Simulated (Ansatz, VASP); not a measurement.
**Cd in VASP and in Ansatz**

```xyz
1
Lattice="0.0000 2.1888 2.1888 2.1888 0.0000 2.1888 2.1888 2.1888 0.0000" Properties=species:S:1:pos:R:3 pbc="T T T"
Cd    0.0000    0.0000    0.0000
```

Alike in both runs: functional PBEsol; k mesh 16 × 16 × 16; occupations gaussian, width 0.1 eV; no spin polarisation.

Ansatz relaxed the structure, and its values are those at the end. VASP's run is a single point on that final structure, the one shown.

```csv
,VASP,Ansatz
version,VASP 6.6.1,Ansatz 0.2.0
potentials or method,"VASP PAW PBE potentials, release 64 (Cd), cutoff 520 eV","scalar-relativistic, plane waves, PAW"
valence electrons in the cell,12,20
```

Ansatz gave:

- gap on the k mesh at the Fermi level (eV): none
- pressure (GPa): 0.0

Q: What did VASP give for the same quantities?

A: gap on the k mesh at the Fermi level (eV): none; pressure (GPa): 0.4.

VASP's potentials were made for PBE, not for PBEsol. A gap of «none» marks a metal or a gap that the smearing closes. The functional is the same, so the differences come from potentials, cutoffs and numerics. VASP's potentials hold 12 valence electrons a cell and Ansatz's 20, so a difference there can come from the potentials and not from the codes.
